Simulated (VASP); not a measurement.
# As (Fd-3m) in VASP: a series of runs

The runs below take As through single point, with PBE.

All numbers are computed with VASP 6.6.1; they aren't measurements. Logs are shortened: lines on timing, memory, paths and dates and some standing lists are left out, and cuts for length are marked.

### 1 The cell of the first run

Symmetry: Fd-3m, No. 227, cubic system. The conventional cell has a = 6.116 Å, b = 6.116 Å, c = 6.116 Å, α = 90.00°, β = 90.00°, γ = 90.00°. Within 3.5 Å of As (site symmetry -43m) lie 4 As at 2.65 Å.

### 2 Single point, PBE

INCAR reads:

```
SYSTEM = As
  ALGO = Normal
  EDIFF = 1E-6
  ENCUT = 520
  GGA = PE
  ISIF = 2
  ISMEAR = -1
  LASPH = .TRUE.
  LCHARG = .FALSE.
  LREAL = .FALSE.
  LWAVE = .FALSE.
  NBANDS = 12
  NELM = 60
  PREC = Accurate
  SIGMA = 0.1
```

KPOINTS reads:

```
k-points
0
G
  10 10 10
  0 0 0
```

POSCAR reads:

```
As
1.0
    0.0000000000      3.0580591010      3.0580591010
    3.0580591010      0.0000000000      3.0580591010
    3.0580591010      3.0580591010      0.0000000000
As
2
Direct
    0.1250000000      0.1250000000      0.1250000000
    0.8750000000      0.8750000000      0.8750000000
```

Potentials or basis: VASP PAW PBE potentials, release 64 (As).

Started as:

```sh
> cat potpaw_PBE.64/As/POTCAR > POTCAR
> mpirun -np 1 vasp_std > vasp.out
```

OUTCAR:

```text
SYSTEM = As
   EDIFF = 1E-6
   ENCUT = 520
   GGA = PE
   ISIF = 2
   ISMEAR = -1
   LASPH = .TRUE.
   LREAL = .FALSE.
   NELM = 60
   PREC = Accurate

 ion  position               nearest neighbor table
   1  0.125  0.125  0.125-   2 2.65   2 2.65   2 2.65   2 2.65
   2  0.875  0.875  0.875-   1 2.65   1 2.65   1 2.65   1 2.65

  LATTYP: Found a face centered cubic cell.
 ALAT       =     6.1161182020

  Lattice vectors:

 A1 = (   0.0000000000,   3.0580591010,   3.0580591010)
 A2 = (   3.0580591010,   0.0000000000,   3.0580591010)
 A3 = (   3.0580591010,   3.0580591010,   0.0000000000)

Analysis of symmetry for initial positions (statically):
=====================================================================
 Subroutine PRICEL returns:
 Original cell was already a primitive cell.

 Routine SETGRP: Setting up the symmetry group for a
 face centered cubic supercell.

 Subroutine GETGRP returns: Found 48 space group operations
 (whereof 12 operations were pure point group operations)
 out of a pool of 48 trial point group operations.

The static configuration has the point symmetry D_3d.
 The point group associated with its full space group is O_h .

Analysis of symmetry for dynamics (positions and initial velocities):
=====================================================================
 Subroutine PRICEL returns:
 Original cell was already a primitive cell.

 Routine SETGRP: Setting up the symmetry group for a
 face centered cubic supercell.

 Subroutine GETGRP returns: Found 48 space group operations
 (whereof 12 operations were pure point group operations)
 out of a pool of 48 trial point group operations.

The dynamic configuration has the point symmetry D_3d.
 The point group associated with its full space group is O_h .

 Subroutine INISYM returns: Found 48 space group operations
 (whereof 12 operations are pure point group operations),
 and found     1 'primitive' translations

----------------------------------------------------------------------------------------

                                     Primitive cell

  volume of cell :      57.1963

  direct lattice vectors                    reciprocal lattice vectors
     0.000000000  3.058059101  3.058059101    -0.163502399  0.163502399  0.163502399
     3.058059101  0.000000000  3.058059101     0.163502399 -0.163502399  0.163502399
     3.058059101  3.058059101  0.000000000     0.163502399  0.163502399 -0.163502399

  length of vectors
     4.324748655  4.324748655  4.324748655     0.283194463  0.283194463  0.283194463

  position of ions in fractional coordinates (direct lattice)
     0.125000000  0.125000000  0.125000000
[... 85 lines left out ...]
   ISYM   =      2    0-nonsym 1-usesym 2-fastsym
   POTIM  = 0.5000    time-step for ionic-motion
   TEBEG  =    0.0;   TEEND  =   0.0 temperature during run
   PSTRESS=    0.0 pullay stress
   NELECT =      10.0000    total number of electrons
   NUPDOWN=      -1.0000    fix difference up-down
   EMIN   =  10.00;   EMAX   =-10.00  energy-range for DOS
   EFERMI =   0.00;   METHOD = LEGACY
   ISMEAR =    -1;   SIGMA  =   0.10  broadening in eV -4-tet -1-fermi 0-gaus
   EFERMI_NEDOS =   21; number of points for ismear=-14 and -15
   IALGO  =     38    algorithm
   IMIX   =      4    mixing-type and parameters
     AMIX     =   0.40;   BMIX     =  1.00
     AMIX_MAG =   1.60;   BMIX_MAG =  1.00
  volume/ion in A,a.u.               =      28.60       192.99
  Fermi-wavevector in a.u.,A,eV,Ry     =   0.915417  1.729887 11.401522  0.837988
  Thomas-Fermi vector in A             =   2.040156
   LORBIT       =      0    0 simple, 1 ext, 2 COOP (PROOUT), +10 PAW based schemes
   GGA     = PE    functional components
   LHFCALC =     F    Hartree Fock is set to
   AEXX    =    0.0000 exact exchange contribution
   IVDW    =     0    specifies the selected vdW correction
   LEPSILON=     F    determine dielectric tensor
   LRPA    =     F    only Hartree local field effects (RPA)
 non-spin polarized calculation
  energy-cutoff  :      520.00
  volume of cell :       57.20
 maximum number of plane-waves:      1572
   NGX = 17   NGY = 17   NGZ = 17

 number of electron      10.0000000 magnetization

 number of electron       9.9999997 magnetization

 Free energy of the ion-electron system (eV)
  ---------------------------------------------------
  ext. energy  EPLUGINS =         0.00000000
  ---------------------------------------------------
  free energy    TOTEN  =        -8.73064841 eV

  energy without entropy =       -8.69142618  energy(sigma->0) =       -8.71103729

 E-fermi :   2.8649     XC(G=0):  -8.5709

 val. band max:        2.8242623118   @ k =   0.4000   0.3000   0.0000
 cond. band min:       2.8950637476   @ k =   0.3000   0.2000   0.0000
 fundamental gap:      0.0708014358
 Fermi energy:         2.8648953829

 k-point     1 :       0.0000    0.0000    0.0000
  band No.  band energies     occupation
      1     -10.7238      2.00000
      2      -3.1288      2.00000
      3       0.8329      2.00000
      4       0.8329      2.00000
      5       0.8329      2.00000
      6       3.5588      0.00194
      7       3.5588      0.00194
      8       3.5588      0.00194
      9       7.7600      0.00000
     10      10.8033      0.00000
     11      10.8033      0.00000
     12      12.5901      0.00000
[... 331 lines left out ...]
 k-point    24 :       0.4000    0.3000    0.0000
  band No.  band energies     occupation
      1      -9.3222      2.00000
      2      -6.4605      2.00000
      3      -1.0360      2.00000
      4      -0.8231      2.00000
      5       2.4044      1.98020
      6       2.8243      1.20042
      7       6.5699      0.00000
      8       6.7184      0.00000
      9       8.9499      0.00000
     10      11.3240      0.00000
     11      12.5840      0.00000
     12      14.2080      0.00000

 [... further k-points ...]
[... 5 lines left out ...]
  --------------------------------------------------------------------------------------
  -------------------------------------------------------------------------------------
  Total       -0.0073984     -0.0073984     -0.0073984      0.0000000     -0.0000000      0.0000000
  in kB       -0.2072438     -0.2072438     -0.2072438      0.0000000     -0.0000000      0.0000000
  external PRESSURE =      -0.2072438 kB  Pullay stress =       0.0000000 kB

 VOLUME and BASIS-vectors are now :
 -----------------------------------------------------------------------------
  energy-cutoff  :      520.00
  volume of cell :       57.20
      direct lattice vectors                 reciprocal lattice vectors
     0.000000000  3.058059101  3.058059101    -0.163502399  0.163502399  0.163502399
     3.058059101  0.000000000  3.058059101     0.163502399 -0.163502399  0.163502399
     3.058059101  3.058059101  0.000000000     0.163502399  0.163502399 -0.163502399

 POSITION                                       TOTAL-FORCE (eV/Angst)
 -----------------------------------------------------------------------------------
      0.76451      0.76451      0.76451        -0.000000     -0.000000     -0.000000
      5.35160      5.35160      5.35160         0.000000      0.000000      0.000000
 -----------------------------------------------------------------------------------
    total drift:                                0.000000      0.000000     -0.000000

  FREE ENERGIE OF THE ION-ELECTRON SYSTEM (eV)
  ---------------------------------------------------
  free  energy   TOTEN  =        -8.7306484052 eV

  energy  without entropy=       -8.6914261754  energy(sigma->0) =       -8.71103729
```

OSZICAR:

```text
N       E                     dE             d eps       ncg     rms          rms(c)
DAV:   1     0.258192699835E+02    0.25819E+02   -0.38601E+03  1128   0.666E+02
DAV:   2    -0.699769726845E+01   -0.32817E+02   -0.31366E+02  1576   0.101E+02
DAV:   3    -0.874502782341E+01   -0.17473E+01   -0.17330E+01  1392   0.236E+01
DAV:   4    -0.875797339333E+01   -0.12946E-01   -0.12942E-01  1264   0.235E+00
DAV:   5    -0.875803682086E+01   -0.63428E-04   -0.63428E-04  1376   0.175E-01    0.324E+00
DAV:   6    -0.874027421507E+01    0.17763E-01   -0.72895E-03  1248   0.463E-01    0.194E+00
DAV:   7    -0.873044034325E+01    0.98339E-02   -0.16291E-02  1256   0.703E-01    0.718E-02
DAV:   8    -0.873062053952E+01   -0.18020E-03   -0.60825E-04  1204   0.124E-01    0.172E-02
DAV:   9    -0.873064297063E+01   -0.22431E-04   -0.20478E-05  1380   0.291E-02    0.120E-02
DAV:  10    -0.873064842325E+01   -0.54526E-05   -0.88778E-06  1208   0.152E-02    0.225E-03
DAV:  11    -0.873064840521E+01    0.18039E-07   -0.29359E-07   972   0.281E-03
   1 F= -.87306484E+01 E0= -.87110373E+01  d E =-.392222E-01
```

stdout:

```text
POSCAR found type information on POSCAR As
 POSCAR found :  1 types and       2 ions
 scaLAPACK will be used
 LDA part: xc-table for (Slater+PW92), standard interpolation
 POSCAR, INCAR and KPOINTS ok, starting setup
 FFT: planning ... GRIDC
 FFT: planning ... GRID_SOFT
 FFT: planning ... GRID
 WAVECAR not read
 entering main loop
```

Wall time 48 s (1 thread of AMD EPYC 7R13, shared host); peak memory 0.15 GiB.

Results:

```yaml
Free_energy: -8.7306 eV
Pressure: 0.0 GPa
Band_gap_on_the_k_mesh: zero (band 5 reaches 3.68 eV, above the bottom of band 6 at 2.29 eV)
```

Levels at points of the mesh, in eV from the Fermi level:
| k point | band 1 | band 2 | band 3 | band 4 | band 5 | band 6 | band 7 | band 8 | band 9 | band 10 |
| --- | --- | --- | --- | --- | --- | --- | --- | --- | --- | --- |
| (0.00, 0.00, 0.00) | -13.59 | -5.99 | -2.03 | -2.03 | -2.03 | 0.69 | 0.69 | 0.69 | 4.90 | 7.94 |
| (0.50, 0.00, 0.00) | -12.25 | -9.40 | -2.95 | -2.95 | -2.62 | 1.92 | 1.92 | 4.80 | 7.09 | 7.74 |
| (0.50, 0.50, 0.00) | -10.90 | -10.90 | -4.00 | -4.00 | -0.57 | -0.57 | 5.02 | 5.02 | 7.51 | 7.51 |

### 3 Single point, PBE (volume scaled by 1.04)

INCAR reads:

```
PREC     = Accurate       # precision mode
ENCUT    = 520            # plane-wave cutoff, eV
EDIFF    = 1E-6           # SCF threshold, eV
ISMEAR   = -1             # smearing method
SIGMA    = 0.1            # smearing width, eV
LREAL    = F              # projectors in reciprocal space
LASPH    = T              # aspherical terms in the spheres
NELM     = 100            # most SCF steps
ALGO     = Normal         # electronic algorithm
ISIF     = 2              # what is computed and relaxed
LWAVE    = F              # write WAVECAR
LCHARG   = F              # write CHGCAR
GGA      = PE             # functional
NBANDS   = 12             # bands
```

KPOINTS reads:

```
Automatic mesh
0
Gamma
  10 10 10
```

POSCAR reads:

```
As
1.0
    0.0000000000      3.0983013356      3.0983013356
    3.0983013356      0.0000000000      3.0983013356
    3.0983013356      3.0983013356      0.0000000000
As
2
Direct
    0.1250000000      0.1250000000      0.1250000000
    0.8750000000      0.8750000000      0.8750000000
```

Potentials or basis: VASP PAW PBE potentials, release 64 (As).

Started as:

```sh
> cat potpaw_PBE.64/As/POTCAR > POTCAR
> mpirun -np 1 vasp_std > vasp.out
```

Wall time 80 s (1 thread of AMD EPYC 7R13, shared host); peak memory 0.18 GiB.

It converged, with:

| Quantity | Value |
| --- | --- |
| Free energy | -8.7179 eV |
| Pressure | -1.7 GPa |
| Band gap on the k mesh | zero (band 5 reaches 3.31 eV, above the bottom of band 6 at 2.02 eV) |

Levels at points of the mesh, in eV from the Fermi level:
```tsv
k point	band 3	band 4	band 5	band 6	band 7	band 8
(0.00, 0.00, 0.00)	-1.95	-1.95	-1.95	0.71	0.71	0.71
(0.50, 0.00, 0.00)	-2.83	-2.83	-2.59	1.91	1.91	4.55
(0.50, 0.50, 0.00)	-3.83	-3.83	-0.53	-0.53	4.80	4.80
```
